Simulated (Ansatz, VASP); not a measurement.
## One calculation of WS2, two programs

```
W S
1.0
     3.27075    0.00000    0.00000
    -1.63538    2.83255    0.00000
     0.00000    0.00000   16.03420
W S
1 2
Direct
  0.33333 0.66667 0.00000
  0.66667 0.33333 0.90802
  0.66667 0.33333 0.09198
```

Alike in both runs: task single point; functional r2SCAN; k mesh 12 × 12 × 2; occupations gaussian, width 0.05 eV; no spin polarisation.

|  | VASP | Ansatz |
| --- | --- | --- |
| version | VASP 6.6.1 | Ansatz 0.2.0 |
| potentials or method | VASP PAW PBE potentials, release 64 (W_sv, S), cutoff 520 eV | scalar-relativistic, plane waves, PAW |
| valence electrons in the cell | 26 | 26 |

|  | VASP | Ansatz | Ansatz less VASP |
| --- | --- | --- | --- |
| gap on the k mesh at the Fermi level (eV) | 0.79 | 0.77 | -0.016 |
| least direct gap on the mesh (eV) | 1.46 | 1.45 | -0.004 |
| rms of the force components (eV/Å) | 0.581 | 0.573 | -0.0078 |

VASP's potentials were made for PBE, not for r2SCAN. Atom by atom the forces differ by 0.008 eV/Å (rms over components). The functional is the same, so the differences come from potentials, cutoffs and numerics.

Neither program's run includes spin-orbit coupling.
